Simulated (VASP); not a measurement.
Wanted: the native input for a VASP 6.6.1 run.

```
Task                   : single point
Functional             : r2SCAN
Potentials or basis    : VASP PAW PBE potentials, release 64 (Al, Ni)
Cutoff                 : 520 eV
k mesh                 : 14 × 14 × 14
Occupations            : gaussian, width 0.1 eV
Spin                   : no spin polarisation
Dipole correction      : no
Further INCAR settings : ALGO = Normal; EDIFF = 1e-06; NBANDS = 24
```

The system is AlNi3.

```
CELL_PARAMETERS angstrom
0.00000 2.80189 2.80189
2.80189 0.00000 2.80189
2.80189 2.80189 0.00000
ATOMIC_POSITIONS crystal
Al 0.50000 0.50000 0.50000
Ni 0.25000 0.25000 0.25000
Ni 0.00000 0.00000 0.00000
Ni 0.75000 0.75000 0.75000
```

One way to write it, as run:

POSCAR

```
AlNi3
1.0
    0.0000000000      2.8018887551      2.8018887551
    2.8018887551      0.0000000000      2.8018887551
    2.8018887551      2.8018887551      0.0000000000
Al Ni
1 3
Direct
    0.5000000000      0.5000000000      0.5000000000
    0.2500000000      0.2500000000      0.2500000000
    0.0000000000      0.0000000000      0.0000000000
    0.7500000000      0.7500000000      0.7500000000
```

INCAR.step1

```
SYSTEM = AlNi3
ALGO = Normal
EDIFF = 1E-4
ENCUT = 520
GGA = PE
ISMEAR = 0
LASPH = .True.
LCHARG = .False.
LREAL = .False.
LWAVE = .True.
NBANDS = 24
NELM = 60
PREC = Accurate
SIGMA = 0.1
```

INCAR.step2

```
SYSTEM = AlNi3
ALGO = Normal
EDIFF = 1E-6
ENCUT = 520
ISIF = 2
ISMEAR = 0
ISTART = 1
LASPH = .True.
LCHARG = .False.
LMIXTAU = .True.
LREAL = .False.
LWAVE = .False.
METAGGA = R2SCAN
NBANDS = 24
NELM = 60
PREC = Accurate
SIGMA = 0.1
```

KPOINTS

```
k-points
0
Gamma
  14 14 14
  0 0 0
```

Potentials or basis: VASP PAW PBE potentials, release 64 (Al, Ni).

Run with:

```console
$ cat potpaw_PBE.64/Al/POTCAR potpaw_PBE.64/Ni/POTCAR > POTCAR
$ cp INCAR.step1 INCAR
$ mpirun -np 1 vasp_std > vasp.out
$ cp INCAR.step2 INCAR
$ mpirun -np 1 vasp_std > vasp.out
```

It gave:

```json
{"Pressure": "0.1 GPa", "Band gap on the k mesh": "zero (an odd number of electrons rules out a gap without spin polarisation)"}
```

Caveat: the PAW data sets were made with another functional, which shifts forces and pressure a little.

Run time: 11 min on 1 thread of Intel Xeon 8259CL, with other jobs on the host, peak memory 0.24 GiB.
